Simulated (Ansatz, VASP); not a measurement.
# F in VASP and in Ansatz

The input INCAR:

```
SYSTEM = F
  ALGO = Normal
  EDIFF = 1E-6
  ENCUT = 520
  GGA = PS
  ISIF = 2
  ISMEAR = 0
  LASPH = .True.
  LCHARG = .False.
  LREAL = .False.
  LWAVE = .False.
  NBANDS = 22
  NELM = 100
  PREC = Accurate
  SIGMA = 0.05
```

The input KPOINTS:

```
k-points
0
Gamma
  4 4 2
  0 0 0
```

The input POSCAR:

```
F
1.0
    3.2389009936     -1.8615074069     -0.2498119861
    3.2389009936      1.8615074069     -0.2498119861
   -2.4354061261      0.0000000000      7.4548272690
F
4
Direct
    0.0848459664      0.0848459664      0.0740235354
    0.9151540336      0.9151540336      0.9259764646
    0.5015719855      0.5015719855      0.5937195244
    0.4984280145      0.4984280145      0.4062804756
```

Input for Ansatz:

```yaml
crystal:
  lattice:
    - [3.2389009936, -1.8615074069, -0.2498119861]
    - [3.2389009936, 1.8615074069, -0.2498119861]
    - [-2.4354061261, 0.0, 7.454827269]
  atoms:
    - { symbol: F, position: [0.0848459664, 0.0848459664, 0.0740235354] }
    - { symbol: F, position: [0.9151540336, 0.9151540336, 0.9259764646] }
    - { symbol: F, position: [0.5015719855, 0.5015719855, 0.5937195244] }
    - { symbol: F, position: [0.4984280145, 0.4984280145, 0.4062804756] }
basis:
  ecutwfc: 520.0
kpoints:
  mp_grid: { grid: [4, 4, 2] }
hamiltonian:
  xc: pbesol
scf:
  occupations: { method: gaussian, width: 0.05 }
output:
  forces: true
  stress: true
  eigenvalues: true
```

Alike in both runs: task single point; functional PBEsol; k mesh 4 × 4 × 2; occupations gaussian, width 0.05 eV; no spin polarisation.

|  | VASP | Ansatz |
| --- | --- | --- |
| version | VASP 6.6.1 | Ansatz 0.2.0 |
| potentials or method | VASP PAW PBE potentials, release 64 (F), cutoff 520 eV | scalar-relativistic, plane waves, PAW |
| valence electrons in the cell | 28 | 28 |

VASP gave:

```
gap on the k mesh at the Fermi level (eV)                     : 1.92
least direct gap on the mesh (eV)                             : 1.97
pressure (GPa)                                                : 5.2
traceless stress, the component that is largest in VASP (GPa) : 11.40
rms of the force components (eV/Å)                            : 3.845
```

Question: Which values does Ansatz return?

Answer: gap on the k mesh at the Fermi level (eV): 1.97; least direct gap on the mesh (eV): 2.02; pressure (GPa): 4.4; traceless stress, the component that is largest in VASP (GPa): 10.38; rms of the force components (eV/Å): 3.409.

VASP's potentials were made for PBE, not for PBEsol. Atom by atom the forces differ by 0.488 eV/Å (rms over components).

The k mesh is coarse, so the values compare programs but aren't converged. Noted on VASP's run: the standard files for N, O and F lose accuracy on very short bonds.
